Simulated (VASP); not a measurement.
Here is a VASP 6.6.1 calculation.

INCAR

```
  PREC = Accurate
  ENCUT = 520
  EDIFF = 1E-6
  ISMEAR = 0
  SIGMA = 0.1
  LREAL = False
  LASPH = True
  NELM = 60
  ALGO = Normal
  ISIF = 2
  LWAVE = False
  LCHARG = False
  GGA = PE
  NBANDS = 41
```

The input KPOINTS:

```
regular mesh
0
Gamma
  6 6 10
```

File POSCAR:

```
Si4C3
1.0
    8.2790699577      0.0000000000      0.0000000000
   -4.1395349788      7.1698849031      0.0000000000
    0.0000000000      0.0000000000      2.9998699397
Si C
8 6
Direct
    0.6666666667      0.3333333333      0.7500000000
    0.3403862534      0.3801331532      0.7500000000
    0.6198668468      0.9602531002      0.7500000000
    0.0397468998      0.6596137466      0.7500000000
    0.3333333333      0.6666666667      0.2500000000
    0.9602531002      0.3403862534      0.2500000000
    0.3801331532      0.0397468998      0.2500000000
    0.6596137466      0.6198668468      0.2500000000
    0.4003104425      0.1881775741      0.7500000000
    0.7878671316      0.5996895575      0.7500000000
    0.8118224259      0.2121328684      0.7500000000
    0.2121328684      0.4003104425      0.2500000000
    0.1881775741      0.7878671316      0.2500000000
    0.5996895575      0.8118224259      0.2500000000
```

Potentials or basis: VASP PAW PBE potentials, release 64 (Si, C).

The run is started by

```bash
$ cat potpaw_PBE.64/Si/POTCAR potpaw_PBE.64/C/POTCAR > POTCAR
$ mpirun -np 1 vasp_std > vasp.out
```

Problem. What does it give for the pressure?

Solution. 0.0 GPa.

Problem. Predict the band gap on the k mesh.

Solution. Zero (band 28 reaches 9.06 eV, above the bottom of band 29 at 6.54 eV).

Problem. Predict the largest force.

Solution. 0.011 eV/Å.

Forces on the atoms (eV/Å):
```
Si   0.000  0.000  0.000
Si  -0.004 -0.010  0.000
Si   0.011  0.001  0.000
Si  -0.006  0.009  0.000
Si   0.000  0.000  0.000
Si   0.006 -0.009  0.000
Si  -0.011 -0.001  0.000
Si   0.004  0.010  0.000
C   -0.002 -0.005  0.000
C   -0.004  0.004  0.000
C    0.006  0.001  0.000
C    0.004 -0.004  0.000
C   -0.006 -0.001  0.000
C    0.002  0.005  0.000
```
